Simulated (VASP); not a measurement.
# Nb16Cu (a cell with a defect) in VASP: single point with PBE

Aim: the single point of Nb16Cu (a cell with a defect) with PBE.

Everything below comes from runs of VASP 6.6.1. Logs are shortened: lines on timing, memory, paths and dates and some standing lists are left out, and cuts for length are marked.

## 1. The cell of the first run

The cell holds a defect, 17 atoms: a = 6.600 Å, b = 6.600 Å, c = 6.600 Å, α = 90.00°, β = 90.00°, γ = 90.00°.

## 2. Single point, PBE

INCAR

```
SYSTEM = Nb16Cu
PREC     = Accurate       ! precision mode
ENCUT    = 520            ! plane-wave cutoff, eV
EDIFF    = 1E-6           ! SCF threshold, eV
ISMEAR   = -1             ! smearing method
SIGMA    = 0.05           ! smearing width, eV
LREAL    = Auto         
LASPH    = .True.         ! aspherical terms in the spheres
NELM     = 100            ! most SCF steps
ALGO     = Normal         ! electronic algorithm
ISIF     = 2              ! what is computed and relaxed
LWAVE    = .False.        ! write WAVECAR
LCHARG   = .False.        ! write CHGCAR
GGA      = PE             ! functional
NBANDS   = 124            ! bands
```

KPOINTS

```
regular mesh
0
Gamma
  2 2 2
  0 0 0
```

POSCAR

```
Nb16Cu
1.0
    6.6000000000      0.0000000000      0.0000000000
    0.0000000000      6.6000000000      0.0000000000
    0.0000000000      0.0000000000      6.6000000000
Nb Cu
16 1
Direct
    0.0113676820      0.0181604476      0.0197884993
    0.4998175726     -0.0040801310      0.0038412445
   -0.0099126656      0.5063725520      0.0045107214
    0.0038078124      0.0106961659      0.4989994519
    0.2297705105      0.2361683471      0.2415407788
    0.4844518245      0.4906037521      0.0215389880
    0.4942157081     -0.0117337634      0.5044418783
    0.7399698524      0.2434790487      0.2509019286
   -0.0184635956      0.5009986338      0.5045810522
    0.2374327784      0.7458443133      0.2513612379
    0.2467496668      0.2535067450      0.7498604592
    0.4454696551      0.4503212159      0.4398879446
    0.7421246938      0.7486936776      0.2627691130
    0.7481760186      0.2496499028      0.7550277675
    0.2411608744      0.7550680975      0.7552176090
    0.8172635342      0.8224872188      0.7898297572
    0.5927649774      0.6042054764      0.6922355686
```

Potentials or basis: VASP PAW PBE potentials, release 64 (Nb_sv, Cu).

On the command line:

```
$ cat potpaw_PBE.64/Nb_sv/POTCAR potpaw_PBE.64/Cu/POTCAR > POTCAR
$ mpirun -np 1 vasp_std > vasp.out
```

OUTCAR:

```text
SYSTEM = Nb16Cu
   PREC = Accurate
   ENCUT = 520
   EDIFF = 1E-6
   ISMEAR = -1
   LREAL = Auto
   LASPH = .True.
   NELM = 100
   ISIF = 2
   GGA = PE

 ion  position               nearest neighbor table
   1  0.011  0.018  0.020-  16 2.37   5 2.51   8 2.78  10 2.79  11 2.83  15 2.89  14 2.90  13 2.98

   2  0.500  0.996  0.004-  16 2.77   8 2.80  15 2.85  13 2.85   5 2.86  14 2.86  10 2.90  11 2.91

   3  0.990  0.506  0.005-  16 2.77  10 2.80   5 2.85  14 2.85  13 2.85  15 2.85   8 2.89  11 2.91
[... 13 lines left out ...]
  10  0.237  0.746  0.251-  12 2.69   1 2.79   6 2.79   3 2.80   4 2.85   7 2.87   9 2.87   2 2.90

  11  0.247  0.254  0.750-  12 2.76   4 2.81   1 2.83   6 2.85   9 2.89   7 2.89   3 2.91   2 2.91

  12  0.445  0.450  0.440-  17 2.18   5 2.40   8 2.68  10 2.69  11 2.76   6 2.79  13 3.01
  13  0.742  0.749  0.263-   9 2.78   7 2.78   2 2.85   3 2.85   6 2.89   4 2.90   1 2.98  12 3.01

  14  0.748  0.250  0.755-  17 2.59   9 2.80   3 2.85   2 2.86   4 2.86  16 2.87   1 2.90   7 2.92
                             6 2.94
  15  0.241  0.755  0.755-  17 2.56   7 2.81  16 2.84   2 2.85   3 2.85   4 2.86   1 2.89   9 2.91
                             6 2.95
  16  0.817  0.822  0.790-  17 2.16   1 2.37   4 2.60   3 2.77   2 2.77  15 2.84  14 2.87   9 3.04

  17  0.593  0.604  0.692-  16 2.16  12 2.18   6 2.41  15 2.56  14 2.59   7 2.90

  LATTYP: Found a simple cubic cell.
 ALAT       =     6.6000000000

  Lattice vectors:

 A1 = (   6.6000000000,   0.0000000000,   0.0000000000)
 A2 = (   0.0000000000,   6.6000000000,   0.0000000000)
 A3 = (   0.0000000000,   0.0000000000,   6.6000000000)

Analysis of symmetry for initial positions (statically):
=====================================================================
 Subroutine PRICEL returns:
 Original cell was already a primitive cell.

 Routine SETGRP: Setting up the symmetry group for a
 simple cubic supercell.

 Subroutine GETGRP returns: Found  1 space group operations
 (whereof  1 operations were pure point group operations)
 out of a pool of 48 trial point group operations.

The static configuration has the point symmetry C_1 .

Analysis of symmetry for dynamics (positions and initial velocities):
=====================================================================
 Subroutine PRICEL returns:
 Original cell was already a primitive cell.

 Routine SETGRP: Setting up the symmetry group for a
 simple cubic supercell.

 Subroutine GETGRP returns: Found  1 space group operations
[... 116 lines left out ...]
   EDIFF  = 0.1E-05   stopping-criterion for ELM
   LREAL  =      T    real-space projection
   EDIFFG = 0.1E-04   stopping-criterion for IOM
   NSW    =      0    number of steps for IOM
[... 5 lines left out ...]
   TEBEG  =    0.0;   TEEND  =   0.0 temperature during run
   PSTRESS=    0.0 pullay stress
   NELECT =     219.0000    total number of electrons
   NUPDOWN=      -1.0000    fix difference up-down
   EMIN   =  10.00;   EMAX   =-10.00  energy-range for DOS
   EFERMI =   0.00;   METHOD = LEGACY
   ISMEAR =    -1;   SIGMA  =   0.05  broadening in eV -4-tet -1-fermi 0-gaus
   EFERMI_NEDOS =   21; number of points for ismear=-14 and -15
   IALGO  =     38    algorithm
   IMIX   =      4    mixing-type and parameters
     AMIX     =   0.40;   BMIX     =  1.00
     AMIX_MAG =   1.60;   BMIX_MAG =  1.00
  volume/ion in A,a.u.               =      16.91       114.12
  Fermi-wavevector in a.u.,A,eV,Ry     =   1.495130  2.825386 30.414647  2.235413
  Thomas-Fermi vector in A             =   2.607314
   LORBIT       =      0    0 simple, 1 ext, 2 COOP (PROOUT), +10 PAW based schemes
   GGA     = PE    functional components
   LHFCALC =     F    Hartree Fock is set to
   AEXX    =    0.0000 exact exchange contribution
   IVDW    =     0    specifies the selected vdW correction
   LEPSILON=     F    determine dielectric tensor
   LRPA    =     F    only Hartree local field effects (RPA)
 non-spin polarized calculation
  energy-cutoff  :      520.00
  volume of cell :      287.50
 maximum number of plane-waves:      7809
 NGX is ok and might be reduce to    50
   NGX = 25   NGY = 25   NGZ = 25

 number of electron     218.9999998 magnetization

 Free energy of the ion-electron system (eV)
  ---------------------------------------------------
  ext. energy  EPLUGINS =         0.00000000
  ---------------------------------------------------
  free energy    TOTEN  =      -163.31539721 eV

  energy without entropy =     -163.24609945  energy(sigma->0) =     -163.28074833

 E-fermi :  11.8291     XC(G=0): -12.7160

 val. band max:       11.7824800019   @ k =   0.5000   0.5000   0.5000
 cond. band min:      11.8688820632   @ k =   0.0000   0.5000   0.5000
 fundamental gap:      0.0864020612
 Fermi energy:        11.8290643679

 k-point     1 :       0.0000    0.0000    0.0000
  band No.  band energies     occupation
      1     -42.7914      2.00000
      2     -42.6256      2.00000
      3     -42.5883      2.00000
      4     -42.5747      2.00000
      5     -42.5667      2.00000
      6     -42.5488      2.00000
[... 981 lines left out ...]
    120      13.6406      0.00000
    121      14.0466      0.00000
 [bands above 121 left out]

------------------------ aborting loop because EDIFF is reached ----------------------------------------

  FORCE on cell =-STRESS in cart. coord.  units (eV):
  Direction    XX          YY          ZZ          XY          YZ          ZX
  --------------------------------------------------------------------------------------
  -------------------------------------------------------------------------------------
  Total       25.3005417     24.8838856     27.3248569      6.3526414      5.2206743      5.2943294
  in kB      140.9965857    138.6746159    152.2778277     35.4024335     29.0941299     29.5046000
  external PRESSURE =     143.9830098 kB  Pullay stress =       0.0000000 kB

 VOLUME and BASIS-vectors are now :
 -----------------------------------------------------------------------------
  energy-cutoff  :      520.00
  volume of cell :      287.50
      direct lattice vectors                 reciprocal lattice vectors
     6.600000000  0.000000000  0.000000000     0.151515152  0.000000000  0.000000000
     0.000000000  6.600000000  0.000000000     0.000000000  0.151515152  0.000000000
     0.000000000  0.000000000  6.600000000     0.000000000  0.000000000  0.151515152

 POSITION                                       TOTAL-FORCE (eV/Angst)
 -----------------------------------------------------------------------------------
      0.07503      0.11986      0.13060         0.010026      0.006622      0.011219
      3.29880      6.57307      0.02535         0.009646      0.001442      0.000681
      6.53458      3.34206      0.02977        -0.002021      0.002613      0.000247
      0.02513      0.07059      3.29340         0.004474      0.010084     -0.012519
      1.51649      1.55871      1.59417         0.002386     -0.004863     -0.003814
      3.19738      3.23798      0.14216        -0.000595     -0.010346      0.008958
[... 9 lines left out ...]
      5.39394      5.42842      5.21288         0.022088      0.027725      0.010525
      3.91225      3.98776      4.56875        -0.034487     -0.039834     -0.004021
 -----------------------------------------------------------------------------------
    total drift:                               -0.003578     -0.004070     -0.000318

  FREE ENERGIE OF THE ION-ELECTRON SYSTEM (eV)
  ---------------------------------------------------
  free  energy   TOTEN  =      -163.3153972140 eV

  energy  without entropy=     -163.2460994502  energy(sigma->0) =     -163.28074833
```

OSZICAR:

```text
N       E                     dE             d eps       ncg     rms          rms(c)
DAV:   1     0.375920083210E+04    0.37592E+04   -0.11318E+05  1984   0.198E+03
DAV:   2     0.301733094283E+03   -0.34575E+04   -0.34106E+04  2048   0.844E+02
DAV:   3    -0.102711463106E+03   -0.40444E+03   -0.38347E+03  2928   0.219E+02
DAV:   4    -0.165249440469E+03   -0.62538E+02   -0.58443E+02  3416   0.794E+01
[... 12 lines left out ...]
DAV:  17    -0.163315400157E+03   -0.13731E-04   -0.94217E-05  3368   0.642E-02    0.154E-02
DAV:  18    -0.163315400314E+03   -0.15694E-06   -0.35168E-05  2648   0.495E-02    0.117E-02
DAV:  19    -0.163315398358E+03    0.19564E-05   -0.52070E-06  1792   0.140E-02    0.809E-03
DAV:  20    -0.163315397340E+03    0.10183E-05   -0.74335E-06  2064   0.217E-02    0.297E-03
DAV:  21    -0.163315397214E+03    0.12564E-06   -0.18797E-06  1464   0.602E-03
   1 F= -.16331540E+03 E0= -.16328075E+03  d E =-.692978E-01
```

Run time: 8.4 min. Hardware: 1 thread of AMD EPYC 9R45 (Zen 5), shared host; peak memory 0.43 GiB.

Results:

```yaml
Free_energy: -163.3154 eV
Pressure: 14.4 GPa
Largest_force: 0.053 eV/Å
Band_gap_on_the_k_mesh: zero (an odd number of electrons rules out a gap without spin polarisation)
```

Forces in eV/Å, atoms in the order of the input:
```
Nb   0.010  0.007  0.011
Nb   0.010  0.001  0.001
Nb  -0.002  0.003  0.000
Nb   0.004  0.010 -0.013
Nb   0.002 -0.005 -0.004
Nb  -0.001 -0.010  0.009
Nb  -0.004  0.014 -0.012
Nb  -0.004 -0.001  0.004
Nb   0.022 -0.008 -0.007
Nb  -0.002  0.006  0.004
Nb   0.006  0.010  0.009
Nb  -0.003 -0.003 -0.016
Nb   0.001  0.005 -0.017
Nb  -0.017 -0.007  0.014
Nb  -0.011 -0.009  0.010
Nb   0.022  0.028  0.011
Cu  -0.034 -0.040 -0.004
```

Caveat: the k points lie up to 0.48 Å⁻¹ apart, too coarse for converged energies and pressures of a metal.

The gap in the log of VASP goes by the Fermi energy; the results here count the filled bands.